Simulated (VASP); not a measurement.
# GaO (F-43m) in VASP: a series of runs

The runs below take GaO through single point, relaxation of cell and atoms, with PBE.

Everything below comes from runs of VASP 6.6.1. Logs are shortened: lines on timing, memory, paths and dates and some standing lists are left out, and cuts for length are marked.

## Step 1: The cell of the first run

The structure is cubic, space group F-43m (No. 216). The conventional cell has a = 4.732 Å, b = 4.732 Å, c = 4.732 Å, α = 90.00°, β = 90.00°, γ = 90.00°. Ga (site symmetry -43m) has 4 O at 2.05 Å within 2.7 Å. Within 2.7 Å of O (site symmetry -43m) lie 4 Ga at 2.05 Å.

## Step 2: Single point, PBE

Contents of INCAR:

```
SYSTEM = GaO
ALGO = Normal
EDIFF = 1E-6
ENCUT = 520
GGA = PE
ISIF = 2
ISMEAR = 0
LASPH = .TRUE.
LCHARG = .FALSE.
LREAL = .FALSE.
LWAVE = .FALSE.
NBANDS = 16
NELM = 60
PREC = Accurate
SIGMA = 0.1
```

Contents of KPOINTS:

```
k-points
0
G
  6 6 6
  0 0 0
```

Contents of POSCAR:

```
GaO
1.0
    0.0000000000      2.3658612800      2.3658612800
    2.3658612800      0.0000000000      2.3658612800
    2.3658612800      2.3658612800      0.0000000000
Ga O
1 1
Direct
    0.0000000000      0.0000000000      0.0000000000
    0.7500000000      0.7500000000      0.7500000000
```

Potentials or basis: VASP PAW PBE potentials, release 64 (Ga_d, O).

The run is started by

```sh
cat potpaw_PBE.64/Ga_d/POTCAR potpaw_PBE.64/O/POTCAR > POTCAR
mpirun -np 1 vasp_std > vasp.out
```

OUTCAR:

```text
SYSTEM = GaO
   EDIFF = 1E-6
   ENCUT = 520
   GGA = PE
   ISIF = 2
   ISMEAR = 0
   LASPH = .TRUE.
   LREAL = .FALSE.
   NELM = 60
   PREC = Accurate

 ion  position               nearest neighbor table
   1  0.000  0.000  0.000-   2 2.05   2 2.05   2 2.05   2 2.05
   2  0.750  0.750  0.750-   1 2.05   1 2.05   1 2.05   1 2.05

  LATTYP: Found a face centered cubic cell.
 ALAT       =     4.7317225600

  Lattice vectors:

 A1 = (   0.0000000000,   2.3658612800,   2.3658612800)
 A2 = (   2.3658612800,   0.0000000000,   2.3658612800)
 A3 = (   2.3658612800,   2.3658612800,   0.0000000000)

Analysis of symmetry for initial positions (statically):
=====================================================================
 Subroutine PRICEL returns:
 Original cell was already a primitive cell.

 Routine SETGRP: Setting up the symmetry group for a
 face centered cubic supercell.

 Subroutine GETGRP returns: Found 24 space group operations
 (whereof 24 operations were pure point group operations)
 out of a pool of 48 trial point group operations.

The static configuration has the point symmetry T_d .

Analysis of symmetry for dynamics (positions and initial velocities):
=====================================================================
 Subroutine PRICEL returns:
 Original cell was already a primitive cell.

 Routine SETGRP: Setting up the symmetry group for a
 face centered cubic supercell.

 Subroutine GETGRP returns: Found 24 space group operations
 (whereof 24 operations were pure point group operations)
 out of a pool of 48 trial point group operations.

The dynamic configuration has the point symmetry T_d .

 Subroutine INISYM returns: Found 24 space group operations
 (whereof 24 operations are pure point group operations),
 and found     1 'primitive' translations

----------------------------------------------------------------------------------------

                                     Primitive cell

  volume of cell :      26.4849

  direct lattice vectors                    reciprocal lattice vectors
     0.000000000  2.365861280  2.365861280    -0.211339525  0.211339525  0.211339525
     2.365861280  0.000000000  2.365861280     0.211339525 -0.211339525  0.211339525
     2.365861280  2.365861280  0.000000000     0.211339525  0.211339525 -0.211339525

  length of vectors
     3.345833109  3.345833109  3.345833109     0.366050796  0.366050796  0.366050796

  position of ions in fractional coordinates (direct lattice)
     0.000000000  0.000000000  0.000000000
     0.750000000  0.750000000  0.750000000

  ion indices of the primitive-cell ions
   primitive index   ion index
                 1           1
                 2           2

----------------------------------------------------------------------------------------

 KPOINTS: k-points

Automatic generation of k-mesh.
 Grid dimensions read from file:
 generate k-points for:    6    6    6

 Generating k-lattice:

  Cartesian coordinates                     Fractional coordinates (reciprocal lattice)
    -0.035223254  0.035223254  0.035223254     0.166666667  0.000000000  0.000000000
     0.035223254 -0.035223254  0.035223254     0.000000000  0.166666667  0.000000000
     0.035223254  0.035223254 -0.035223254     0.000000000  0.000000000  0.166666667

  Length of vectors
     0.061008466  0.061008466  0.061008466

  Shift w.r.t. Gamma in fractional coordinates (k-lattice)
     0.000000000  0.000000000  0.000000000

 Subroutine IBZKPT returns following result:
 ===========================================

 Found     16 irreducible k-points:

 Following reciprocal coordinates:
            Coordinates               Weight
  0.000000  0.000000  0.000000      1.000000
  0.166667  0.000000  0.000000      8.000000
  0.333333  0.000000  0.000000      8.000000
  0.500000  0.000000  0.000000      4.000000
  0.166667  0.166667  0.000000      6.000000
  0.333333  0.166667  0.000000     24.000000
[... 8 lines left out ...]
 -0.333333  0.333333  0.166667     24.000000
 -0.333333  0.500000  0.166667     12.000000
   k-points           NKPTS =     16   k-points in BZ     NKDIM =     16   number of bands    NBANDS=     16
   number of dos      NEDOS =    301   number of ions     NIONS =      2
   total plane-waves  NPLWV =  21952
   dimension x,y,z NGX =    28 NGY =   28 NGZ =   28
   dimension x,y,z NGXF=    56 NGYF=   56 NGZF=   56
   ions per type =               1   1
   NGX,Y,Z   is equivalent  to a cutoff of  13.91, 13.91, 13.91 a.u.
   NGXF,Y,Z  is equivalent  to a cutoff of  27.82, 27.82, 27.82 a.u.
 SYSTEM =  GaO
   PREC   = accura    normal or accurate (medium, high low for compatibility)
   ISTART =      0    job   : 0-new  1-cont  2-samecut
   ICHARG =      2    charge: 1-file 2-atom 10-const
   ISPIN  =      1    spin polarized calculation?
   LNONCOLLINEAR =      F non collinear calculations
   LSORBIT =      F    spin-orbit coupling
   LASPH  =      T    aspherical Exc in radial PAW
   ENCUT  =  520.0 eV  38.22 Ry    6.18 a.u.   6.22  6.22  6.22*2*pi/ulx,y,z
   NELM   =     60;   NELMIN=  2; NELMDL= -5     # of ELM steps
   EDIFF  = 0.1E-05   stopping-criterion for ELM
   LREAL  =      F    real-space projection
   EDIFFG = 0.1E-04   stopping-criterion for IOM
   NSW    =      0    number of steps for IOM
   IBRION =     -1    ionic relax: 0-MD 1-quasi-New 2-CG
   NFREE  =      0    steps in history (QN), initial steepest desc. (CG)
   ISIF   =      2    stress and relaxation
   ISYM   =      2    0-nonsym 1-usesym 2-fastsym
   POTIM  = 0.5000    time-step for ionic-motion
   TEBEG  =    0.0;   TEEND  =   0.0 temperature during run
   PSTRESS=    0.0 pullay stress
   NELECT =      19.0000    total number of electrons
   NUPDOWN=      -1.0000    fix difference up-down
   EMIN   =  10.00;   EMAX   =-10.00  energy-range for DOS
   EFERMI =   0.00;   METHOD = LEGACY
   ISMEAR =     0;   SIGMA  =   0.10  broadening in eV -4-tet -1-fermi 0-gaus
   EFERMI_NEDOS =   21; number of points for ismear=-14 and -15
   IALGO  =     38    algorithm
   IMIX   =      4    mixing-type and parameters
     AMIX     =   0.40;   BMIX     =  1.00
     AMIX_MAG =   1.60;   BMIX_MAG =  1.00
  volume/ion in A,a.u.               =      13.24        89.36
  Fermi-wavevector in a.u.,A,eV,Ry     =   1.465526  2.769442 29.222123  2.147765
[... 48 lines left out ...]
      2      -9.7161      2.00000
      3      -9.7161      2.00000
      4      -9.6674      2.00000
      5      -9.5312      2.00000
      6      -9.5312      2.00000
[... 8 lines left out ...]
     15      19.7989      0.00000
     16      19.7989      0.00000

 k-point     3 :       0.3333    0.0000    0.0000
  band No.  band energies     occupation
      1     -14.6314      2.00000
      2      -9.6861      2.00000
      3      -9.6861      2.00000
      4      -9.5161      2.00000
      5      -9.5161      2.00000
      6      -9.4368      2.00000
[... 8 lines left out ...]
     15      19.9746      0.00000
     16      19.9746      0.00000

 k-point     4 :       0.5000    0.0000    0.0000
  band No.  band energies     occupation
      1     -14.4934      2.00000
      2      -9.6802      2.00000
      3      -9.6802      2.00000
      4      -9.4989      2.00000
      5      -9.4989      2.00000
      6      -9.2540      2.00000
[... 8 lines left out ...]
     15      20.8485      0.00000
     16      20.8485      0.00000

 k-point     5 :       0.1667    0.1667    0.0000
  band No.  band energies     occupation
      1     -14.8628      2.00000
      2      -9.6922      2.00000
      3      -9.6922      2.00000
      4      -9.6778      2.00000
      5      -9.5448      2.00000
      6      -9.5185      2.00000
[... 8 lines left out ...]
     15      21.8863      0.00000
     16      23.0073      0.00000

 k-point     6 :       0.3333    0.1667    0.0000
  band No.  band energies     occupation
      1     -14.6360      2.00000
      2      -9.6736      2.00000
      3      -9.6528      2.00000
      4      -9.5826      2.00000
      5      -9.5044      2.00000
      6      -9.4580      2.00000
[... 8 lines left out ...]
     15      21.4428      0.00000
     16      22.2914      0.00000

 k-point     7 :       0.5000    0.1667    0.0000
  band No.  band energies     occupation
      1     -14.4552      2.00000
      2      -9.6725      2.00000
      3      -9.6434      2.00000
      4      -9.5394      2.00000
      5      -9.4974      2.00000
      6      -9.2237      2.00000
[... 8 lines left out ...]
     15      21.2771      0.00000
     16      21.7403      0.00000

 k-point     8 :      -0.3333    0.1667    0.0000
  band No.  band energies     occupation
      1     -14.4996      2.00000
      2      -9.6734      2.00000
      3      -9.6532      2.00000
      4      -9.5259      2.00000
      5      -9.5236      2.00000
      6      -9.2750      2.00000
[... 8 lines left out ...]
     15      19.6030      0.00000
     16      21.4852      0.00000

 k-point     9 :      -0.1667    0.1667    0.0000
  band No.  band energies     occupation
      1     -14.7254      2.00000
      2      -9.6887      2.00000
      3      -9.6844      2.00000
      4      -9.5681      2.00000
      5      -9.5433      2.00000
      6      -9.4893      2.00000
[... 8 lines left out ...]
     15      18.9767      0.00000
     16      21.5996      0.00000

 k-point    10 :       0.3333    0.3333    0.0000
  band No.  band energies     occupation
      1     -14.5058      2.00000
      2      -9.6402      2.00000
      3      -9.5925      2.00000
      4      -9.5925      2.00000
      5      -9.4940      2.00000
      6      -9.4014      2.00000
[... 8 lines left out ...]
     15      21.9995      0.00000
     16      25.1641      0.00000

 k-point    11 :       0.5000    0.3333    0.0000
  band No.  band energies     occupation
      1     -14.3751      2.00000
      2      -9.6512      2.00000
      3      -9.5743      2.00000
      4      -9.5704      2.00000
      5      -9.4912      2.00000
      6      -9.2069      2.00000
[... 8 lines left out ...]
     15      22.2132      0.00000
     16      24.3627      0.00000

 k-point    12 :      -0.3333    0.3333    0.0000
  band No.  band energies     occupation
      1     -14.3738      2.00000
      2      -9.6615      2.00000
      3      -9.5920      2.00000
      4      -9.5532      2.00000
      5      -9.5172      2.00000
      6      -9.1303      2.00000
[... 8 lines left out ...]
     15      21.4751      0.00000
     16      23.4184      0.00000

 k-point    13 :       0.5000    0.5000    0.0000
  band No.  band energies     occupation
      1     -14.3334      2.00000
      2      -9.6659      2.00000
      3      -9.5387      2.00000
      4      -9.5387      2.00000
      5      -9.4818      2.00000
      6      -9.2212      2.00000
[... 8 lines left out ...]
     15      20.9807      0.00000
     16      27.4795      0.00000

 k-point    14 :       0.5000    0.3333    0.1667
  band No.  band energies     occupation
      1     -14.4598      2.00000
      2      -9.6467      2.00000
      3      -9.6331      2.00000
      4      -9.5631      2.00000
      5      -9.5067      2.00000
      6      -9.2658      2.00000
[... 8 lines left out ...]
     15      21.5754      0.00000
     16      22.9253      0.00000

 k-point    15 :      -0.3333    0.3333    0.1667
  band No.  band energies     occupation
      1     -14.3737      2.00000
      2      -9.6542      2.00000
      3      -9.6133      2.00000
      4      -9.5406      2.00000
      5      -9.5140      2.00000
      6      -9.1320      2.00000
[... 8 lines left out ...]
     15      20.8593      0.00000
     16      23.5703      0.00000

 k-point    16 :      -0.3333    0.5000    0.1667
  band No.  band energies     occupation
      1     -14.3335      2.00000
      2      -9.6413      2.00000
      3      -9.6052      2.00000
      4      -9.5332      2.00000
      5      -9.5038      2.00000
      6      -9.1232      2.00000
[... 8 lines left out ...]
     15      22.7185      0.00000
     16      22.8383      0.00000

------------------------ aborting loop because EDIFF is reached ----------------------------------------

  FORCE on cell =-STRESS in cart. coord.  units (eV):
  Direction    XX          YY          ZZ          XY          YZ          ZX
  --------------------------------------------------------------------------------------
  -------------------------------------------------------------------------------------
  Total        1.4953380      1.4953380      1.4953380      0.0000000      0.0000000      0.0000000
  in kB       90.4590719     90.4590719     90.4590719      0.0000000      0.0000000      0.0000000
  external PRESSURE =      90.4590719 kB  Pullay stress =       0.0000000 kB

 VOLUME and BASIS-vectors are now :
 -----------------------------------------------------------------------------
  energy-cutoff  :      520.00
  volume of cell :       26.48
      direct lattice vectors                 reciprocal lattice vectors
     0.000000000  2.365861280  2.365861280    -0.211339525  0.211339525  0.211339525
     2.365861280  0.000000000  2.365861280     0.211339525 -0.211339525  0.211339525
     2.365861280  2.365861280  0.000000000     0.211339525  0.211339525 -0.211339525

 POSITION                                       TOTAL-FORCE (eV/Angst)
 -----------------------------------------------------------------------------------
      0.00000      0.00000      0.00000         0.000000     -0.000000      0.000000
      3.54879      3.54879      3.54879        -0.000000      0.000000     -0.000000
 -----------------------------------------------------------------------------------
    total drift:                               -0.000002     -0.000002     -0.000002

  FREE ENERGIE OF THE ION-ELECTRON SYSTEM (eV)
  ---------------------------------------------------
  free  energy   TOTEN  =        -9.8404640059 eV

  energy  without entropy=       -9.8340583025  energy(sigma->0) =       -9.83726115
```

It took 5.6 s on 1 thread of Intel Xeon 6975P-C, shared host; peak memory 0.15 GiB.

What came out:

| Item | Value |
| --- | --- |
| Free energy | -9.8405 eV |
| Pressure | 9.0 GPa |

Caveat: the k points lie up to 0.38 Å⁻¹ apart; an odd number of electrons without spin polarisation forces a metal; a magnetic or distorted state may lie lower.

## Step 3: Single point, PBE

This run uses another cell than the first one, of 14.36 Å³/atom, 1.085 times its volume.

Contents of INCAR:

```
SYSTEM = GaO
PREC     = Accurate       ! precision mode
ENCUT    = 520            ! plane-wave cutoff, eV
EDIFF    = 1E-7           ! SCF threshold, eV
ISMEAR   = 0              ! smearing method
SIGMA    = 0.1            ! smearing width, eV
LREAL    = .FALSE.        ! projectors in reciprocal space
LASPH    = .TRUE.         ! aspherical terms in the spheres
NELM     = 80             ! most SCF steps
ALGO     = Normal         ! electronic algorithm
ISIF     = 2              ! what is computed and relaxed
LWAVE    = .FALSE.        ! write WAVECAR
LCHARG   = .FALSE.        ! write CHGCAR
GGA      = PE             ! functional
NBANDS   = 16             ! bands
```

Contents of KPOINTS:

```
Automatic mesh
0
G
  6 6 6
  0 0 0
```

Contents of POSCAR:

```
GaO
1.0
    0.0000000000      2.4307812744      2.4307812744
    2.4307812744      0.0000000000      2.4307812744
    2.4307812744      2.4307812744      0.0000000000
Ga O
1 1
Direct
    0.0000000000      0.0000000000      0.0000000000
    0.7500000000      0.7500000000      0.7500000000
```

Potentials or basis: VASP PAW PBE potentials, release 64 (Ga_d, O).

The run is started by

```sh
cat potpaw_PBE.64/Ga_d/POTCAR potpaw_PBE.64/O/POTCAR > POTCAR
mpirun -np 1 vasp_std > vasp.out
```

It took 6.9 s on 1 thread of Intel Xeon 6975P-C, shared host; peak memory 0.16 GiB.

The run converged. Its results:

| Item | Value |
| --- | --- |
| Free energy | -9.9019 eV |
| Pressure | 0.5 GPa |

Levels at points of the mesh, in eV from the Fermi level:
```tsv
k point	band 8	band 9	band 10	band 11	band 12	band 13
(0.00, 0.00, 0.00)	-4.61	-4.61	-4.61	6.50	6.50	6.50
(0.50, 0.00, 0.00)	-5.09	-5.09	-0.90	2.82	6.53	6.53
(0.50, 0.50, 0.00)	-5.99	-5.99	0.09	1.54	6.48	7.57
```

Caveat: the k points lie up to 0.37 Å⁻¹ apart; an odd number of electrons without spin polarisation forces a metal; a magnetic or distorted state may lie lower.

## Step 4: Relaxation of cell and atoms, PBE

Contents of INCAR:

```
PREC = Accurate
ENCUT = 600
EDIFF = 1E-6
ISMEAR = 0
SIGMA = 0.1
LREAL = False
LASPH = True
NELM = 100
ALGO = Normal
ISIF = 3
LWAVE = False
LCHARG = False
GGA = PE
IBRION = 2
NSW = 90
EDIFFG = -0.04
```

Contents of KPOINTS:

```
Automatic mesh
0
Gamma
  6 6 6
```

Contents of POSCAR:

```
GaO
1.0
    0.0000000000      2.3658612800      2.3658612800
    2.3658612800      0.0000000000      2.3658612800
    2.3658612800      2.3658612800      0.0000000000
Ga O
1 1
Direct
    0.0000000000      0.0000000000      0.0000000000
    0.7500000000      0.7500000000      0.7500000000
```

The run is started by

```sh
cat potpaw_PBE.64/Ga_d/POTCAR potpaw_PBE.64/O/POTCAR > POTCAR
mpirun -np 1 vasp_std > vasp.out
```

Run time: 15 s. Hardware: 1 thread of Intel Xeon 6975P-C, shared host; peak memory 0.16 GiB.

It converged, with:

* Free energy: -9.9008 eV
* Relaxed volume: 14.40 Å³/atom
* Relaxed cell: a = 3.440 Å, b = 3.440 Å, c = 3.440 Å, α = 60.00°, β = 60.00°, γ = 60.00°
* Space group after relaxing (to 0.05 Å): F-43m (No. 216)
* Energy gained by relaxing: 29.0 meV/atom
* Ionic steps: 3
* Pressure after relaxing: 0.1 GPa

The path:
```csv
step,energy change (eV),largest force (eV/Å),pressure (GPa),volume (Å³)
1,0.0000,0.0000,8.71,26.48
2,-0.0560,0.0000,-1.54,29.34
3,-0.0581,0.0000,0.14,28.80
```

Final structure:
```cif
data_structure
_symmetry_space_group_name_H-M 'P 1'
_symmetry_Int_Tables_number 1
_cell_length_a 3.4404
_cell_length_b 3.4404
_cell_length_c 3.4404
_cell_angle_alpha 60.000
_cell_angle_beta 60.000
_cell_angle_gamma 60.000
_cell_volume 28.80
loop_
_atom_site_label
_atom_site_type_symbol
_atom_site_fract_x
_atom_site_fract_y
_atom_site_fract_z
_atom_site_occupancy
Ga1 Ga 0.00000 0.00000 0.00000 1
O1 O 0.75000 0.75000 0.75000 1
```

Levels at points of the mesh, in eV from the Fermi level:
```
           k point  band 7  band 8  band 9  band 10  band 11  band 12  band 13
(0.00, 0.00, 0.00)   -4.90   -4.59   -4.59    -4.59     6.50     6.50     6.50
(0.50, 0.00, 0.00)   -8.89   -5.08   -5.08    -0.90     2.82     6.53     6.53
(0.50, 0.50, 0.00)   -8.45   -5.97   -5.97     0.10     1.53     6.48     7.57
```

Caveat: the k points lie up to 0.37 Å⁻¹ apart in the final cell; an odd number of electrons without spin polarisation forces a metal; a magnetic or distorted state may lie lower.

## Step 5: The runs side by side

```csv
task,cell,cutoff (eV),gap on the mesh (eV),pressure (GPa)
single point,"a = 3.346 Å, angles 60.0°, 2 atoms",520,none,9.0
single point,"a = 3.438 Å, angles 60.0°, 2 atoms",520,none,0.5
relaxation of cell and atoms,"relaxed from a = 3.346 Å, angles 60.0°, 2 atoms",600,none,0.1
```

Alike in all rows: level PBE; potentials or basis VASP PAW PBE potentials, release 64 (Ga_d, O); no spin polarisation; k mesh 6 × 6 × 6; smearing gaussian 0.1 eV.

Caveats: all runs use coarse meshes; an odd number of electrons without spin polarisation forces a metal; a magnetic or distorted state may lie lower.

Absolute energies hang on the potentials; compare differences alone.
